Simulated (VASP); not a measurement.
Here is a VASP 6.6.1 calculation.

Contents of POSCAR:

```
CaO
1.0
    4.1004378077      0.0000000000      0.0000000000
   -2.0502189038      3.5510833081      0.0000000000
    0.0000000000      0.0000000000      4.9148441131
Ca O
2 2
Direct
    0.3333333300      0.6666666700      0.7500000000
    0.6666666700      0.3333333300      0.2500000000
    0.3333333300      0.6666666700      0.2500000000
    0.6666666700      0.3333333300      0.7500000000
```

Contents of INCAR.step1:

```
  PREC = Accurate
  ENCUT = 520
  ISMEAR = 0
  SIGMA = 0.02
  LREAL = False
  LASPH = True
  NELM = 100
  NBANDS = 24
  GGA = PE
  ALGO = Normal
  EDIFF = 1E-4
  LWAVE = True
  LCHARG = False
```

The input INCAR.step2:

```
  PREC = Accurate
  ENCUT = 520
  EDIFF = 1E-6
  ISMEAR = 0
  SIGMA = 0.02
  LREAL = False
  LASPH = True
  NELM = 100
  ALGO = Normal
  ISIF = 2
  LWAVE = False
  LCHARG = False
  METAGGA = R2SCAN
  LMIXTAU = True
  NBANDS = 24
  ISTART = 1
```

Contents of KPOINTS:

```
Automatic mesh
0
Gamma
  9 9 6
```

Potentials or basis: VASP PAW PBE potentials, release 64 (Ca_sv, O).

The run is started by

```console
$ cat potpaw_PBE.64/Ca_sv/POTCAR potpaw_PBE.64/O/POTCAR > POTCAR
$ cp INCAR.step1 INCAR
$ mpirun -np 1 vasp_std > vasp.out
$ cp INCAR.step2 INCAR
$ mpirun -np 1 vasp_std > vasp.out
```

**Question.** Estimate the band gap on the k mesh.

**Answer.** 3.30 eV, direct.

**Question.** Predict the pressure.

**Answer.** -6.3 GPa.

Stress tensor (GPa, compression positive):
```
-5.98  0.00  0.00
 0.00 -5.98  0.00
 0.00  0.00 -6.91
```

Caveat: the cell differs from its parent crystal (functional r2SCAN, strained); the PAW data sets were made with another functional, which shifts forces and pressure a little. A k mesh can miss the band edges.
